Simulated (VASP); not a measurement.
A run of VASP 6.6.1:

INCAR

```
ALGO = Normal
EDIFF = 1E-6
ENCUT = 400
GGA = PS
GGA_COMPAT = F
ISIF = 2
ISMEAR = 0
IVDW = 12
LASPH = T
LCHARG = F
LREAL = F
LWAVE = F
NBANDS = 50
NELM = 120
PREC = Accurate
SIGMA = 0.05
```

The input KPOINTS:

```
k-points
0
Gamma
  9 9 2
```

File POSCAR:

```
Te6Mo3H
1.0
    3.4334342720      0.0000000000      0.0000000000
   -1.7167171360      2.9734413017      0.0000000000
    0.0000000000      0.0000000000     20.7704294686
Te Mo H
6 3 1
Direct
    0.0000000000      0.0000000000      0.9125759363
    0.3333333333      0.6666666667      0.5917818730
    0.3333333333      0.6666666667      0.2333053354
    0.3333333333      0.6666666667      0.7666946646
    0.3333333333      0.6666666667      0.4082181270
    0.0000000000      0.0000000000      0.0874240637
    0.0000000000      0.0000000000      0.6791511892
    0.0000000000      0.0000000000      0.3208488108
    0.3333333333      0.6666666667      0.0000000000
    0.3643568367      0.4738450850      0.0856769680
```

Potentials or basis: VASP PAW PBE potentials, release 64 (Te, Mo_sv, H).

Run with:

```bash
$ cat potpaw_PBE.64/Te/POTCAR potpaw_PBE.64/Mo_sv/POTCAR potpaw_PBE.64/H/POTCAR > POTCAR
$ mpirun -np 1 vasp_std > vasp.out
```

Hardware: 1 thread of Oxide Virtual Turin-like Processor, on a shared host.

Question: How long does it take, and how much memory?

Answer: It took 18 min on 1 thread of Oxide Virtual Turin-like Processor, with other jobs on the host, peak memory 0.55 GiB. Counts: scf iterations 19, k points 82.
